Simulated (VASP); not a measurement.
# ScAl3 (Pm-3m) in VASP: a series of runs, part 3 of 3

VASP 6.6.1.

### Step 4. Single point, r2SCAN (volume scaled by 1.03)

Contents of POSCAR:

```
ScAl3
1.0
    4.1259900744      0.0000000000      0.0000000000
    0.0000000000      4.1259900744      0.0000000000
    0.0000000000      0.0000000000      4.1259900744
Sc Al
1 3
Direct
    0.0000000000      0.0000000000      0.0000000000
    0.5000000000      0.0000000000      0.5000000000
    0.0000000000      0.5000000000      0.5000000000
    0.5000000000      0.5000000000      0.0000000000
```

Contents of INCAR.step1:

```
SYSTEM = ScAl3
PREC = Accurate
ENCUT = 520
ISMEAR = 0
SIGMA = 0.1
LREAL = .False.
LASPH = .True.
NELM = 80
NBANDS = 18
GGA = PE
ALGO = Normal
EDIFF = 1E-4
LWAVE = .True.
LCHARG = .False.
```

Contents of INCAR.step2:

```
SYSTEM = ScAl3
PREC = Accurate
ENCUT = 520
EDIFF = 1E-6
ISMEAR = 0
SIGMA = 0.1
LREAL = .False.
LASPH = .True.
NELM = 80
ALGO = Normal
ISIF = 2
LWAVE = .False.
LCHARG = .False.
METAGGA = R2SCAN
LMIXTAU = .True.
NBANDS = 18
ISTART = 1
```

Contents of KPOINTS:

```
regular mesh
0
Gamma
  10 10 10
  0 0 0
```

Potentials or basis: VASP PAW PBE potentials, release 64 (Sc_sv, Al).

On the command line:

```
$ cat potpaw_PBE.64/Sc_sv/POTCAR potpaw_PBE.64/Al/POTCAR > POTCAR
$ cp INCAR.step1 INCAR
$ mpirun -np 1 vasp_std > vasp.out
$ cp INCAR.step2 INCAR
$ mpirun -np 1 vasp_std > vasp.out
```

OUTCAR:

```text
SYSTEM = ScAl3
   PREC = Accurate
   ENCUT = 520
   EDIFF = 1E-6
   ISMEAR = 0
   LREAL = .False.
   LASPH = .True.
   NELM = 80
   ISIF = 2
   METAGGA = R2SCAN
   ISTART = 1

 ion  position               nearest neighbor table
   1  0.000  0.000  0.000-   2 2.92   3 2.92   4 2.92   2 2.92   3 2.92   3 2.92   4 2.92   3 2.92
                             2 2.92   4 2.92   2 2.92   4 2.92
   2  0.500  0.000  0.500-   1 2.92   3 2.92   4 2.92   1 2.92   4 2.92   3 2.92   4 2.92   4 2.92
                             1 2.92   3 2.92   1 2.92   3 2.92
   3  0.000  0.500  0.500-   1 2.92   2 2.92   4 2.92   1 2.92   4 2.92   1 2.92   2 2.92   1 2.92
                             2 2.92   4 2.92   4 2.92   2 2.92
   4  0.500  0.500  0.000-   1 2.92   2 2.92   3 2.92   2 2.92   3 2.92   1 2.92   2 2.92   2 2.92
                             1 2.92   3 2.92   3 2.92   1 2.92

  LATTYP: Found a simple cubic cell.
 ALAT       =     4.1259900744

  Lattice vectors:

 A1 = (   4.1259900744,   0.0000000000,   0.0000000000)
 A2 = (   0.0000000000,   4.1259900744,   0.0000000000)
 A3 = (   0.0000000000,   0.0000000000,   4.1259900744)

Analysis of symmetry for initial positions (statically):
=====================================================================
 Subroutine PRICEL returns:
 Original cell was already a primitive cell.

 Routine SETGRP: Setting up the symmetry group for a
 simple cubic supercell.

 Subroutine GETGRP returns: Found 48 space group operations
 (whereof 48 operations were pure point group operations)
 out of a pool of 48 trial point group operations.

The static configuration has the point symmetry O_h .

Analysis of symmetry for dynamics (positions and initial velocities):
=====================================================================
 Subroutine PRICEL returns:
 Original cell was already a primitive cell.

 Routine SETGRP: Setting up the symmetry group for a
 simple cubic supercell.

 Subroutine GETGRP returns: Found 48 space group operations
 (whereof 48 operations were pure point group operations)
 out of a pool of 48 trial point group operations.

The dynamic configuration has the point symmetry O_h .

 Subroutine INISYM returns: Found 48 space group operations
 (whereof 48 operations are pure point group operations),
 and found     1 'primitive' translations

----------------------------------------------------------------------------------------

                                     Primitive cell

  volume of cell :      70.2400

  direct lattice vectors                    reciprocal lattice vectors
     4.125990074  0.000000000  0.000000000     0.242366070  0.000000000  0.000000000
     0.000000000  4.125990074  0.000000000     0.000000000  0.242366070  0.000000000
     0.000000000  0.000000000  4.125990074     0.000000000  0.000000000  0.242366070

  length of vectors
     4.125990074  4.125990074  4.125990074     0.242366070  0.242366070  0.242366070

  position of ions in fractional coordinates (direct lattice)
     0.000000000  0.000000000  0.000000000
     0.500000000  0.000000000  0.500000000
     0.000000000  0.500000000  0.500000000
     0.500000000  0.500000000  0.000000000

  ion indices of the primitive-cell ions
   primitive index   ion index
                 1           1
                 2           2
                 3           3
                 4           4

[... 21 lines left out ...]
 Subroutine IBZKPT returns following result:
 ===========================================

 Found     56 irreducible k-points:

 Following reciprocal coordinates:
            Coordinates               Weight
  0.000000  0.000000  0.000000      1.000000
  0.100000  0.000000  0.000000      6.000000
  0.200000  0.000000  0.000000      6.000000
  0.300000  0.000000  0.000000      6.000000
  0.400000  0.000000  0.000000      6.000000
  0.500000  0.000000  0.000000      3.000000
[... 16 lines left out ...]
  0.200000  0.100000  0.100000     24.000000
  0.300000  0.100000  0.100000     24.000000
 [... further k-points ...]
   k-points           NKPTS =     56   k-points in BZ     NKDIM =     56   number of bands    NBANDS=     18
   number of dos      NEDOS =    301   number of ions     NIONS =      4
   total plane-waves  NPLWV =  32768
   dimension x,y,z NGX =    32 NGY =   32 NGZ =   32
   dimension x,y,z NGXF=    64 NGYF=   64 NGZF=   64
   ions per type =               1   3
   NGX,Y,Z   is equivalent  to a cutoff of  12.89, 12.89, 12.89 a.u.
   NGXF,Y,Z  is equivalent  to a cutoff of  25.79, 25.79, 25.79 a.u.
 SYSTEM =  ScAl3
   PREC   = accura    normal or accurate (medium, high low for compatibility)
   ISTART =      1    job   : 0-new  1-cont  2-samecut
   ICHARG =      0    charge: 1-file 2-atom 10-const
   ISPIN  =      1    spin polarized calculation?
   LNONCOLLINEAR =      F non collinear calculations
   LSORBIT =      F    spin-orbit coupling
   LASPH  =      T    aspherical Exc in radial PAW
   ENCUT  =  520.0 eV  38.22 Ry    6.18 a.u.   7.67  7.67  7.67*2*pi/ulx,y,z
   NELM   =     80;   NELMIN=  2; NELMDL=  0     # of ELM steps
   EDIFF  = 0.1E-05   stopping-criterion for ELM
   LREAL  =      F    real-space projection
   EDIFFG = 0.1E-04   stopping-criterion for IOM
   NSW    =      0    number of steps for IOM
   IBRION =     -1    ionic relax: 0-MD 1-quasi-New 2-CG
   NFREE  =      0    steps in history (QN), initial steepest desc. (CG)
   ISIF   =      2    stress and relaxation
   ISYM   =      2    0-nonsym 1-usesym 2-fastsym
   POTIM  = 0.5000    time-step for ionic-motion
   TEBEG  =    0.0;   TEEND  =   0.0 temperature during run
   PSTRESS=    0.0 pullay stress
   NELECT =      20.0000    total number of electrons
   NUPDOWN=      -1.0000    fix difference up-down
   EMIN   =  10.00;   EMAX   =-10.00  energy-range for DOS
   EFERMI =   0.00;   METHOD = LEGACY
   ISMEAR =     0;   SIGMA  =   0.10  broadening in eV -4-tet -1-fermi 0-gaus
   EFERMI_NEDOS =   21; number of points for ismear=-14 and -15
   IALGO  =     38    algorithm
   IMIX   =      4    mixing-type and parameters
     AMIX     =   0.40;   BMIX     =  1.00
     AMIX_MAG =   1.60;   BMIX_MAG =  1.00
  volume/ion in A,a.u.               =      17.56       118.50
  Fermi-wavevector in a.u.,A,eV,Ry     =   1.077019  2.035271 15.782346  1.159970
  Thomas-Fermi vector in A             =   2.212919
   LORBIT       =      0    0 simple, 1 ext, 2 COOP (PROOUT), +10 PAW based schemes
   METAGGA = R2SCAN    functional components
   LHFCALC =     F    Hartree Fock is set to
   AEXX    =    0.0000 exact exchange contribution
   IVDW    =     0    specifies the selected vdW correction
   LEPSILON=     F    determine dielectric tensor
   LRPA    =     F    only Hartree local field effects (RPA)
 non-spin polarized calculation
 Gauss-broadening in eV      SIGMA  =   0.10
  energy-cutoff  :      520.00
  volume of cell :       70.24
 maximum number of plane-waves:      1924
 NGX is ok and might be reduce to    32
   NGX = 15   NGY = 15   NGZ = 15

 number of electron      19.9999994 magnetization

 Free energy of the ion-electron system (eV)
  ---------------------------------------------------
  ext. energy  EPLUGINS =         0.00000000
  ---------------------------------------------------
  free energy    TOTEN  =       -33.49432787 eV

  energy without entropy =      -33.48862966  energy(sigma->0) =      -33.49147876

 E-fermi :   7.0772     XC(G=0): -11.0086

 val. band max:        7.0235522668   @ k =   0.3000   0.3000   0.0000
 cond. band min:       7.0872646151   @ k =   0.4000   0.1000   0.1000
 fundamental gap:      0.0637123483
 Fermi energy:         7.0772279624

 k-point     1 :       0.0000    0.0000    0.0000
  band No.  band energies     occupation
      1     -44.1189      2.00000
      2     -21.8464      2.00000
      3     -21.8464      2.00000
      4     -21.8464      2.00000
      5      -3.4332      2.00000
      6       4.3804      2.00000
[... 481 lines left out ...]
      5      -2.4107      2.00000
      6       1.2392      2.00000
[... 10 lines left out ...]
     17      12.0311      0.00000
     18      12.8636      0.00000

 [... further k-points ...]
[... 5 lines left out ...]
  --------------------------------------------------------------------------------------
  -------------------------------------------------------------------------------------
  Total       -1.1508485     -1.1508485     -1.1508485      0.0000000     -0.0000000      0.0000000
  in kB      -26.2508998    -26.2508998    -26.2508998      0.0000000     -0.0000000      0.0000000
  external PRESSURE =     -26.2508998 kB  Pullay stress =       0.0000000 kB

 VOLUME and BASIS-vectors are now :
 -----------------------------------------------------------------------------
  energy-cutoff  :      520.00
  volume of cell :       70.24
      direct lattice vectors                 reciprocal lattice vectors
     4.125990074  0.000000000  0.000000000     0.242366070  0.000000000  0.000000000
     0.000000000  4.125990074  0.000000000     0.000000000  0.242366070  0.000000000
     0.000000000  0.000000000  4.125990074     0.000000000  0.000000000  0.242366070

 POSITION                                       TOTAL-FORCE (eV/Angst)
 -----------------------------------------------------------------------------------
      0.00000      0.00000      0.00000         0.000000      0.000000      0.000000
      2.06300      0.00000      2.06300         0.000000      0.000000      0.000000
      0.00000      2.06300      2.06300         0.000000      0.000000      0.000000
      2.06300      2.06300      0.00000         0.000000      0.000000      0.000000
 -----------------------------------------------------------------------------------
    total drift:                               -0.000000      0.000000      0.000000

  FREE ENERGIE OF THE ION-ELECTRON SYSTEM (eV)
  ---------------------------------------------------
  free  energy   TOTEN  =       -33.4943278664 eV

  energy  without entropy=      -33.4886296583  energy(sigma->0) =      -33.49147876
```

Run time: 2 min. Hardware: 1 thread of Intel Xeon 6975P-C, shared host; peak memory 0.22 GiB.

What came out:

| Quantity | Value |
| --- | --- |
| Free energy | -33.4943 eV |
| Pressure | -2.6 GPa |
| Band gap on the k mesh | zero (band 10 reaches 8.00 eV, above the bottom of band 11 at 3.82 eV) |

Levels at points of the mesh, in eV from the Fermi level:
| k point | band 8 | band 9 | band 10 | band 11 | band 12 | band 13 |
| --- | --- | --- | --- | --- | --- | --- |
| (0.00, 0.00, 0.00) | -2.01 | -2.01 | -2.01 | 1.32 | 1.39 | 1.39 |
| (0.50, 0.00, 0.00) | -1.83 | -1.54 | 0.92 | 0.92 | 1.00 | 1.34 |
| (0.50, 0.50, 0.00) | -4.64 | -0.56 | -0.56 | 1.18 | 1.47 | 2.24 |
| (0.50, 0.50, 0.50) | -4.73 | -3.26 | -3.26 | -3.26 | 0.98 | 2.81 |

Caveat: the PAW data sets were made with another functional, which shifts forces and pressure a little.

### Step 5. Single point, r2SCAN (volume scaled by 1.06)

Contents of POSCAR:

```
ScAl3
1.0
    4.1656654898      0.0000000000      0.0000000000
    0.0000000000      4.1656654898      0.0000000000
    0.0000000000      0.0000000000      4.1656654898
Sc Al
1 3
Direct
    0.0000000000      0.0000000000      0.0000000000
    0.5000000000      0.0000000000      0.5000000000
    0.0000000000      0.5000000000      0.5000000000
    0.5000000000      0.5000000000      0.0000000000
```

Contents of INCAR.step1:

```
PREC = Accurate
ENCUT = 520
ISMEAR = 0
SIGMA = 0.1
LREAL = False
LASPH = True
NELM = 100
NBANDS = 18
GGA = PE
ALGO = Normal
EDIFF = 1E-4
LWAVE = True
LCHARG = False
```

Contents of INCAR.step2:

```
PREC = Accurate
ENCUT = 520
EDIFF = 1E-7
ISMEAR = 0
SIGMA = 0.1
LREAL = False
LASPH = True
NELM = 100
ALGO = Normal
ISIF = 2
LWAVE = False
LCHARG = False
METAGGA = R2SCAN
LMIXTAU = True
NBANDS = 18
ISTART = 1
```

Contents of KPOINTS:

```
Automatic mesh
0
Gamma
  10 10 10
```

On the command line:

```
$ cat potpaw_PBE.64/Sc_sv/POTCAR potpaw_PBE.64/Al/POTCAR > POTCAR
$ cp INCAR.step1 INCAR
$ mpirun -np 1 vasp_std > vasp.out
$ cp INCAR.step2 INCAR
$ mpirun -np 1 vasp_std > vasp.out
```

Run time: 2.3 min. Hardware: 1 thread of Intel Xeon 6975P-C, shared host; peak memory 0.23 GiB.

The run converged. Its results:

```yaml
Free_energy: -33.4461 eV
Pressure: -4.9 GPa
Band_gap_on_the_k_mesh: zero (band 10 reaches 7.67 eV, above the bottom of band 11 at 3.60 eV)
```

Levels at points of the mesh, in eV from the Fermi level:
| k point | band 7 | band 8 | band 9 | band 10 | band 11 | band 12 | band 13 | band 14 |
| --- | --- | --- | --- | --- | --- | --- | --- | --- |
| (0.00, 0.00, 0.00) | -2.66 | -2.00 | -2.00 | -2.00 | 1.33 | 1.37 | 1.37 | 1.37 |
| (0.50, 0.00, 0.00) | -1.78 | -1.78 | -1.48 | 0.84 | 0.88 | 0.88 | 1.35 | 1.70 |
| (0.50, 0.50, 0.00) | -5.91 | -4.56 | -0.54 | -0.54 | 1.17 | 1.44 | 2.18 | 2.61 |
| (0.50, 0.50, 0.50) | -4.93 | -4.62 | -3.23 | -3.23 | -3.23 | 0.92 | 2.73 | 2.73 |

Caveat: the PAW data sets were made with another functional, which shifts forces and pressure a little.

### Step 6. The runs side by side

```csv
cell,gap on the mesh (eV),pressure (GPa)
"a = 4.002 Å, 4 atoms",none,6.6
"a = 4.044 Å, 4 atoms",none,3.0
"a = 4.126 Å, 4 atoms",none,-2.6
"a = 4.166 Å, 4 atoms",none,-4.9
```

Alike in all rows: task single point; level r2SCAN; potentials or basis VASP PAW PBE potentials, release 64 (Sc_sv, Al); no spin polarisation; k mesh 10 × 10 × 10; cutoff (eV) 520; smearing gaussian 0.1 eV.

Caveats: the PAW data sets were made with another functional, which shifts forces and pressure a little.

Total energies depend on the potentials used, so only differences within one code and one set of settings carry meaning.
